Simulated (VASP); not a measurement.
A run of VASP 6.6.1:

Contents of INCAR:

```
PREC     = Accurate       # precision mode
ENCUT    = 520            # plane-wave cutoff, eV
EDIFF    = 1E-6           # SCF threshold, eV
ISMEAR   = 0              # smearing method
SIGMA    = 0.1            # smearing width, eV
LREAL    = F              # projectors in reciprocal space
LASPH    = T              # aspherical terms in the spheres
NELM     = 60             # most SCF steps
ALGO     = Normal         # electronic algorithm
ISIF     = 2              # what is computed and relaxed
LWAVE    = F              # write WAVECAR
LCHARG   = T              # write CHGCAR
GGA      = PE             # functional
LELF     = T              # ELF
LVHAR    = T            
NBANDS   = 28             # bands
```

KPOINTS

```
regular mesh
0
Gamma
  6 6 6
```

File POSCAR:

```
MoW2
1.0
    4.6302924600      0.0000000000      0.0000000000
   -2.3151462300      4.0099509000      0.0000000000
    0.0000000000      0.0000000000      2.8354634700
Mo W
1 2
Direct
    0.0000000000      0.0000000000      0.0000000000
    0.3333333300      0.6666666700      0.3333333300
    0.6666666700      0.3333333300      0.6666666700
```

Potentials or basis: VASP PAW PBE potentials, release 64 (Mo_sv, W_sv).

Run with:

```console
$ cat potpaw_PBE.64/Mo_sv/POTCAR potpaw_PBE.64/W_sv/POTCAR > POTCAR
$ mpirun -np 1 vasp_std > vasp.out
```

Hardware: 1 thread of Intel Xeon 8259CL (shared host).

Task: Estimate the wall time of this run.

Result: It took 78 s on 1 thread of Intel Xeon 8259CL, with other jobs on the host, peak memory 0.21 GiB. Counts: scf iterations 13, k points 34.
